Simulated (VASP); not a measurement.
Zr, 2 atoms in the cell. It takes space group Fd-3m (No. 227, cubic). Conventional cell: a = 6.289 Å, b = 6.289 Å, c = 6.289 Å, α = 90.00°, β = 90.00°, γ = 90.00°. Zr (site symmetry -43m) has 4 Zr at 2.72 Å within 3.6 Å. 

| Item | Value |
| --- | --- |
| Program | VASP 6.6.1 |
| Task | single point |
| Functional | PBE |
| Potentials or basis | VASP PAW PBE potentials, release 64 (Zr_sv) |
| Cutoff | 520 eV |
| k mesh | 10 × 10 × 10 |
| Occupations | fermi-dirac, width 0.1 eV |
| Spin | no spin polarisation |
| Dipole correction | no |
| Further INCAR settings | ALGO = Normal; EDIFF = 1e-07; NBANDS = 19 |

Potentials or basis: VASP PAW PBE potentials, release 64 (Zr_sv).

Command:

```bash
$ cat potpaw_PBE.64/Zr_sv/POTCAR > POTCAR
$ mpirun -np 1 vasp_std > vasp.out
```

Hardware: 1 thread of Intel Xeon 6975P-C (shared host).

Question: Estimate the wall time of this run.

Answer: Run time: 89 s on 1 thread of Intel Xeon 6975P-C, with other jobs on the host, peak memory 0.22 GiB. Counts: scf iterations 13, k points 47.
